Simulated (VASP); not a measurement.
SrO (e600): single point with PBEsol

SrO (e600):

```
CELL_PARAMETERS angstrom
0.00000 2.53559 2.53559
2.53559 0.00000 2.53559
2.53559 2.53559 0.00000
ATOMIC_POSITIONS crystal
Sr 0.00000 0.00000 0.00000
O 0.50000 0.50000 0.50000
```

```yaml
Program: VASP 6.6.1
Task: single point
Functional: PBEsol
Potentials_or_basis: VASP PAW PBE potentials, release 64 (Sr_sv, O)
Cutoff: 600 eV
k_mesh: 6 × 6 × 6
Occupations: gaussian, width 0.01 eV
Spin: no spin polarisation
```

| Quantity | Value |
| --- | --- |
| Pressure | 3.7 GPa |
| Band gap on the k mesh | 3.12 eV, indirect (least direct gap 3.18 eV) |

Levels at points of the mesh, in eV from the valence-band top:
```csv
k point,band 5,band 6,band 7,band 8,band 9,band 10,band 11,band 12
"(0.00, 0.00, 0.00)",-13.70,0.00,0.00,0.00,4.12,6.25,6.25,6.25
"(0.50, 0.00, 0.00)",-12.49,-2.31,-1.24,-1.24,6.67,8.62,9.08,9.08
"(0.50, 0.50, 0.00)",-14.13,-0.36,-0.06,-0.06,3.12,8.08,10.47,10.59
```

Wall time 22 s on 1 thread of AMD EPYC 7R13, on a shared host, peak memory 0.14 GiB.

Caveat: the PAW data sets were made with another functional, which shifts forces and pressure a little. As with any semilocal functional, this PBEsol gap is likely too small.
